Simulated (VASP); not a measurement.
# Sb (P-1) in VASP: settings compared

Sb is run at these levels: RPBE, revPBE, BLYP; tasks: single point.

All numbers are computed with VASP 6.6.1; they aren't measurements. Logs are shortened: lines on timing, memory, paths and dates and some standing lists are left out, and cuts for length are marked.

### Step 1. The cell of the first run

The typed cell holds 2 atoms: a = 3.353 Å, b = 3.353 Å, c = 5.808 Å, α = 73.22°, β = 73.22°, γ = 60.00°.

### Step 2. Single point, RPBE

File INCAR:

```
PREC     = Accurate       # precision mode
ENCUT    = 520            # plane-wave cutoff, eV
EDIFF    = 1E-6           # SCF threshold, eV
ISMEAR   = -1             # smearing method
SIGMA    = 0.05           # smearing width, eV
LREAL    = False          # projectors in reciprocal space
LASPH    = True           # aspherical terms in the spheres
NELM     = 100            # most SCF steps
ALGO     = Normal         # electronic algorithm
ISIF     = 2              # what is computed and relaxed
LWAVE    = False          # write WAVECAR
LCHARG   = False          # write CHGCAR
GGA      = RP             # functional
NBANDS   = 12             # bands
```

File KPOINTS:

```
regular mesh
0
Gamma
  9 9 5
```

File POSCAR:

```
Sb
1.0
    0.0000000000     -2.3712425200     -2.3712425200
   -2.3712425200      0.0000000000     -2.3712425200
    2.3712425200      2.3712425200     -4.7424850400
Sb
2
Direct
    0.4898204400      0.4577360300      0.5601456900
    0.0101795600      0.0422639700      0.9398543100
```

Potentials or basis: VASP PAW PBE potentials, release 64 (Sb).

The run is started by

```sh
$ cat potpaw_PBE.64/Sb/POTCAR > POTCAR
$ mpirun -np 1 vasp_std > vasp.out
```

OUTCAR:

```text
PREC = Accurate
   ENCUT = 520
   EDIFF = 1E-6
   ISMEAR = -1
   LREAL = False
   LASPH = True
   NELM = 100
   ISIF = 2
   GGA = RP

 ion  position               nearest neighbor table
   1  0.490  0.458  0.560-   2 2.79   2 2.80   2 2.93
   2  0.010  0.042  0.940-   1 2.79   1 2.80   1 2.93

  LATTYP: Found a trigonal (rhomboedric) cell.
 ALAT       =     5.8083342304
 COS(alpha) =     0.8333333333

  Lattice vectors:

 A1 = (   2.3712425200,   4.7424850400,  -2.3712425200)
 A2 = (   4.7424850400,   2.3712425200,  -2.3712425200)
 A3 = (   2.3712425200,   2.3712425200,  -4.7424850400)

Analysis of symmetry for initial positions (statically):
=====================================================================
 Subroutine PRICEL returns:
 Original cell was already a primitive cell.

 Routine SETGRP: Setting up the symmetry group for a
 trigonal (rhombohedral) supercell.

 Subroutine GETGRP returns: Found  2 space group operations
 (whereof  1 operations were pure point group operations)
 out of a pool of 12 trial point group operations.

The static configuration has the point symmetry C_1 .
 The point group associated with its full space group is S_2 .

Analysis of symmetry for dynamics (positions and initial velocities):
=====================================================================
 Subroutine PRICEL returns:
 Original cell was already a primitive cell.

 Routine SETGRP: Setting up the symmetry group for a
 trigonal (rhombohedral) supercell.

 Subroutine GETGRP returns: Found  2 space group operations
 (whereof  1 operations were pure point group operations)
 out of a pool of 12 trial point group operations.

The dynamic configuration has the point symmetry C_1 .
 The point group associated with its full space group is S_2 .

 Subroutine INISYM returns: Found  2 space group operations
 (whereof  1 operations are pure point group operations),
 and found     1 'primitive' translations

----------------------------------------------------------------------------------------

                                     Primitive cell

  volume of cell :      53.3320

  direct lattice vectors                    reciprocal lattice vectors
     0.000000000 -2.371242520 -2.371242520     0.105429958 -0.316289875 -0.105429958
    -2.371242520  0.000000000 -2.371242520    -0.316289875  0.105429958 -0.105429958
     2.371242520  2.371242520 -4.742485040     0.105429958  0.105429958 -0.105429958

  length of vectors
     3.353443331  3.353443331  5.808334230     0.349671613  0.349671613  0.182610044

  position of ions in fractional coordinates (direct lattice)
     0.489820440  0.457736030  0.560145690
     0.010179560  0.042263970  0.939854310

  ion indices of the primitive-cell ions
   primitive index   ion index
                 1           1
                 2           2

----------------------------------------------------------------------------------------

 KPOINTS: regular mesh

Automatic generation of k-mesh.
 Grid dimensions read from file:
 generate k-points for:    9    9    5

 Generating k-lattice:

  Cartesian coordinates                     Fractional coordinates (reciprocal lattice)
     0.011714440 -0.035143319 -0.011714440     0.111111111  0.000000000 -0.000000000
    -0.035143319  0.011714440 -0.011714440     0.000000000  0.111111111 -0.000000000
     0.021085992  0.021085992 -0.021085992     0.000000000  0.000000000  0.200000000

  Length of vectors
     0.038852401  0.038852401  0.036522009

  Shift w.r.t. Gamma in fractional coordinates (k-lattice)
     0.000000000  0.000000000  0.000000000

 -----------------------------------------------------------------------------
|                                                                             |
|           W    W    AA    RRRRR   N    N  II  N    N   GGGG   !!!           |
|           W    W   A  A   R    R  NN   N  II  NN   N  G    G  !!!           |
|           W    W  A    A  R    R  N N  N  II  N N  N  G       !!!           |
|           W WW W  AAAAAA  RRRRR   N  N N  II  N  N N  G  GGG   !            |
|           WW  WW  A    A  R   R   N   NN  II  N   NN  G    G                |
|           W    W  A    A  R    R  N    N  II  N    N   GGGG   !!!           |
|                                                                             |
|     Your reciprocal lattice and k-lattice belong to different lattice       |
|     classes:                                                                |
|                                                                             |
|        The reciprocal lattice is rhombohedral (trigonal),                   |
|        whereas your k-lattice is base-centered monoclinic.                  |
|                                                                             |
|     Results are often still useful ...                                      |
|                                                                             |
 -----------------------------------------------------------------------------

 WARNING: IBZKPT: internal override: KBLOWUP is changed to .FALSE.
      ... skipping the blow-up phase ...

 Subroutine IBZKPT returns following result:
 ===========================================

 Found    203 irreducible k-points:

 Following reciprocal coordinates:
            Coordinates               Weight
  0.000000  0.000000  0.000000      1.000000
  0.111111  0.000000  0.000000      2.000000
  0.222222  0.000000  0.000000      2.000000
  0.333333  0.000000  0.000000      2.000000
  0.444444  0.000000  0.000000      2.000000
  0.000000  0.111111  0.000000      2.000000
[... 16 lines left out ...]
 -0.111111  0.222222 -0.000000      2.000000
  0.000000  0.333333  0.000000      2.000000
 [... further k-points ...]
   k-points           NKPTS =    203   k-points in BZ     NKDIM =    203   number of bands    NBANDS=     12
   number of dos      NEDOS =    301   number of ions     NIONS =      2
   total plane-waves  NPLWV =  37632
   dimension x,y,z NGX =    28 NGY =   28 NGZ =   48
   dimension x,y,z NGXF=    56 NGYF=   56 NGZF=   96
   ions per type =               2
   NGX,Y,Z   is equivalent  to a cutoff of  13.88, 13.88, 13.74 a.u.
   NGXF,Y,Z  is equivalent  to a cutoff of  27.76, 27.76, 27.48 a.u.
 SYSTEM =  unknown system
   PREC   = accura    normal or accurate (medium, high low for compatibility)
   ISTART =      0    job   : 0-new  1-cont  2-samecut
   ICHARG =      2    charge: 1-file 2-atom 10-const
   ISPIN  =      1    spin polarized calculation?
   LNONCOLLINEAR =      F non collinear calculations
   LSORBIT =      F    spin-orbit coupling
   LASPH  =      T    aspherical Exc in radial PAW
   ENCUT  =  520.0 eV  38.22 Ry    6.18 a.u.   6.24  6.24 10.80*2*pi/ulx,y,z
   NELM   =    100;   NELMIN=  2; NELMDL= -5     # of ELM steps
   EDIFF  = 0.1E-05   stopping-criterion for ELM
   LREAL  =      F    real-space projection
   EDIFFG = 0.1E-04   stopping-criterion for IOM
   NSW    =      0    number of steps for IOM
   IBRION =     -1    ionic relax: 0-MD 1-quasi-New 2-CG
   NFREE  =      0    steps in history (QN), initial steepest desc. (CG)
   ISIF   =      2    stress and relaxation
   ISYM   =      2    0-nonsym 1-usesym 2-fastsym
   POTIM  = 0.5000    time-step for ionic-motion
   TEBEG  =    0.0;   TEEND  =   0.0 temperature during run
   PSTRESS=    0.0 pullay stress
   NELECT =      10.0000    total number of electrons
   NUPDOWN=      -1.0000    fix difference up-down
   EMIN   =  10.00;   EMAX   =-10.00  energy-range for DOS
   EFERMI =   0.00;   METHOD = LEGACY
   ISMEAR =    -1;   SIGMA  =   0.05  broadening in eV -4-tet -1-fermi 0-gaus
   EFERMI_NEDOS =   21; number of points for ismear=-14 and -15
   IALGO  =     38    algorithm
   IMIX   =      4    mixing-type and parameters
     AMIX     =   0.40;   BMIX     =  1.00
     AMIX_MAG =   1.60;   BMIX_MAG =  1.00
  volume/ion in A,a.u.               =      26.67       179.95
  Fermi-wavevector in a.u.,A,eV,Ry     =   0.937013  1.770697 11.945820  0.877993
  Thomas-Fermi vector in A             =   2.064081
   LORBIT       =      0    0 simple, 1 ext, 2 COOP (PROOUT), +10 PAW based schemes
   GGA     = RP    functional components
   LHFCALC =     F    Hartree Fock is set to
   AEXX    =    0.0000 exact exchange contribution
   IVDW    =     0    specifies the selected vdW correction
   LEPSILON=     F    determine dielectric tensor
   LRPA    =     F    only Hartree local field effects (RPA)
 non-spin polarized calculation
  energy-cutoff  :      520.00
  volume of cell :       53.33
 maximum number of plane-waves:      1460
 NGX is ok and might be reduce to    28
   NGX = 13   NGY = 13   NGZ = 21

 number of electron      10.0000000 magnetization

 Free energy of the ion-electron system (eV)
  ---------------------------------------------------
  ext. energy  EPLUGINS =         0.00000000
  ---------------------------------------------------
  free energy    TOTEN  =        -6.46180349 eV

  energy without entropy =       -6.45164963  energy(sigma->0) =       -6.45672656

 E-fermi :   8.8131     XC(G=0): -10.0383

 val. band max:        8.8112044575   @ k =   0.0000   0.3333   0.2000
 cond. band min:       8.8161117190   @ k =   0.3333   0.0000   0.4000
 fundamental gap:      0.0049072615
 Fermi energy:         8.8130908455

 k-point     1 :       0.0000    0.0000    0.0000
  band No.  band energies     occupation
      1      -5.2812      2.00000
      2       0.0018      2.00000
      3       3.5184      2.00000
      4      11.3347      0.00000
      5      11.7970      0.00000
      6      13.5984      0.00000
      7      14.1866      0.00000
      8      14.8150      0.00000
      9      16.4398      0.00000
     10      17.2990      0.00000
     11      17.6437      0.00000
     12      18.0607      0.00000
[... 331 lines left out ...]
 k-point    24 :       0.0000    0.3333    0.0000
  band No.  band energies     occupation
      1      -3.2908      2.00000
      2       1.1946      2.00000
      3       4.3033      2.00000
      4       5.7558      2.00000
      5       8.1165      2.00000
      6       8.9594      0.10168
      7      11.6235      0.00000
      8      12.4356      0.00000
      9      13.6498      0.00000
     10      16.2554      0.00000
     11      18.1308      0.00000
     12      20.6215      0.00000

 [... further k-points ...]

------------------------ aborting loop because EDIFF is reached ----------------------------------------

  FORCE on cell =-STRESS in cart. coord.  units (eV):
  Direction    XX          YY          ZZ          XY          YZ          ZX
  --------------------------------------------------------------------------------------
  -------------------------------------------------------------------------------------
  Total        4.9735466      4.7955317      4.8360859      0.3029517      0.6666317     -0.2281282
  in kB      149.4131640    144.0653145    145.2836284      9.1011445     20.0266635     -6.8533294
  external PRESSURE =     146.2540357 kB  Pullay stress =       0.0000000 kB

 VOLUME and BASIS-vectors are now :
 -----------------------------------------------------------------------------
  energy-cutoff  :      520.00
  volume of cell :       53.33
      direct lattice vectors                 reciprocal lattice vectors
     0.000000000 -2.371242520 -2.371242520     0.105429958 -0.316289875 -0.105429958
    -2.371242520  0.000000000 -2.371242520    -0.316289875  0.105429958 -0.105429958
     2.371242520  2.371242520 -4.742485040     0.105429958  0.105429958 -0.105429958

 POSITION                                       TOTAL-FORCE (eV/Angst)
 -----------------------------------------------------------------------------------
      0.24284      0.16676     -4.90337        -1.410419     -1.091039      1.074017
      2.12840      2.20448     -4.58160         1.410419      1.091039     -1.074017
 -----------------------------------------------------------------------------------
    total drift:                               -0.000000     -0.000000      0.000000

  FREE ENERGIE OF THE ION-ELECTRON SYSTEM (eV)
  ---------------------------------------------------
  free  energy   TOTEN  =        -6.4618034925 eV

  energy  without entropy=       -6.4516496317  energy(sigma->0) =       -6.45672656
```

It took 71 s on 1 thread of Intel Xeon Platinum 8259CL at 2.50GHz (Skylake/Cascade Lake), shared host; peak memory 0.26 GiB.

What came out:

```yaml
Free_energy: -6.4618 eV
Pressure: 14.6 GPa
Largest_force: 2.082 eV/Å
Band_gap_on_the_k_mesh: zero (band 5 reaches 11.85 eV, above the bottom of band 6 at 7.43 eV)
```

Forces in eV/Å, atoms in the order of the input:
```
Sb  -1.410 -1.091  1.074
Sb   1.410  1.091 -1.074
```

Caveat: the PAW data sets were made with another functional, which shifts forces and pressure a little; spin-orbit coupling is left out, which moves the levels of the heavy elements.

(Part 1 of 2 ends here.)
